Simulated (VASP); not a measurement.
Input of a VASP 6.6.1 run:

Contents of INCAR:

```
SYSTEM = Al2O3
PREC = Accurate
ENCUT = 520
EDIFF = 1E-6
ISMEAR = 0
SIGMA = 0.05
LREAL = .FALSE.
LASPH = .TRUE.
NELM = 60
ALGO = Normal
ISIF = 2
LWAVE = .FALSE.
LCHARG = .FALSE.
GGA = PS
NBANDS = 35
```

The input KPOINTS:

```
Automatic mesh
0
G
  6 6 6
  0 0 0
```

Contents of POSCAR:

```
Al2O3
1.0
    2.5301836590      1.4608022166      4.4772443241
   -2.5301836590      1.4608022166      4.4772443241
    0.0000000000     -2.9216044333      4.4772443241
Al O
4 6
Direct
    0.8520350473      0.8520350473      0.8520350473
    0.6479649527      0.6479649527      0.6479649527
    0.1479649527      0.1479649527      0.1479649527
    0.3520350473      0.3520350473      0.3520350473
    0.0558571577      0.4441428423      0.7500000000
    0.7500000000      0.0558571577      0.4441428423
    0.4441428423      0.7500000000      0.0558571577
    0.9441428423      0.5558571577      0.2500000000
    0.2500000000      0.9441428423      0.5558571577
    0.5558571577      0.2500000000      0.9441428423
```

Potentials or basis: VASP PAW PBE potentials, release 64 (Al, O).

Launch:

```sh
$ cat potpaw_PBE.64/Al/POTCAR potpaw_PBE.64/O/POTCAR > POTCAR
$ mpirun -np 1 vasp_std > vasp.out
```

**Question.** Predict the band gap on the k mesh.

**Answer.** 4.14 eV.

**Question.** Estimate the largest force.

**Answer.** 0.217 eV/Å.

**Question.** Estimate the pressure.

**Answer.** -26.9 GPa.

Forces on the atoms (eV/Å):
```
Al   0.000  0.000  0.144
Al   0.000  0.000 -0.144
Al   0.000  0.000 -0.144
Al   0.000  0.000  0.144
O   -0.217  0.000  0.000
O    0.109 -0.188  0.000
O    0.109  0.188  0.000
O    0.217  0.000  0.000
O   -0.109  0.188  0.000
O   -0.109 -0.188  0.000
```

Caveat: the stress differs along the axes, from -30 to -20 GPa; the PAW data sets were made with another functional, which shifts forces and pressure a little.
